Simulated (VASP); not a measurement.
Write the native input for VASP 6.6.1 that does the following.

```yaml
Task: single point
Functional: PBE
Potentials_or_basis: VASP PAW PBE potentials, release 64 (Zn)
Cutoff: 520 eV
k_mesh: 16 × 16 × 7
Occupations: fermi-dirac, width 0.08 eV
Spin: no spin polarisation
Dipole_correction: no
Further_INCAR_settings: ALGO = Normal; EDIFF = 1e-06; NBANDS = 19
```

The structure of Zn lies in POSCAR:

```
Zn
1.0
    1.3178132699     -2.2825195384      0.0000000000
    1.3178132699      2.2825195384      0.0000000000
    0.0000000000      0.0000000000      5.0925371481
Zn
2
Direct
    0.6666666670      0.3333333330      0.2500000000
    0.3333333330      0.6666666670      0.7500000000
```

The input as run:

INCAR

```
SYSTEM = Zn
ALGO = Normal
EDIFF = 1E-6
ENCUT = 520
GGA = PE
ISIF = 2
ISMEAR = -1
LASPH = .True.
LCHARG = .False.
LREAL = .False.
LWAVE = .False.
NBANDS = 19
NELM = 60
PREC = Accurate
SIGMA = 0.08
```

KPOINTS

```
k-points
0
Gamma
  16 16 7
  0 0 0
```

Potentials or basis: VASP PAW PBE potentials, release 64 (Zn).

Launch:

```bash
$ cat potpaw_PBE.64/Zn/POTCAR > POTCAR
$ mpirun -np 1 vasp_std > vasp.out
```

It gave:

- Pressure: 0.4 GPa
- Band gap on the k mesh: zero (bands 12 and 13 overlap by 4.61 eV)

It took 25 s on 1 thread of Intel(R) Xeon(R) 6975P-C (Granite Rapids), with other jobs on the host, peak memory 0.18 GiB.
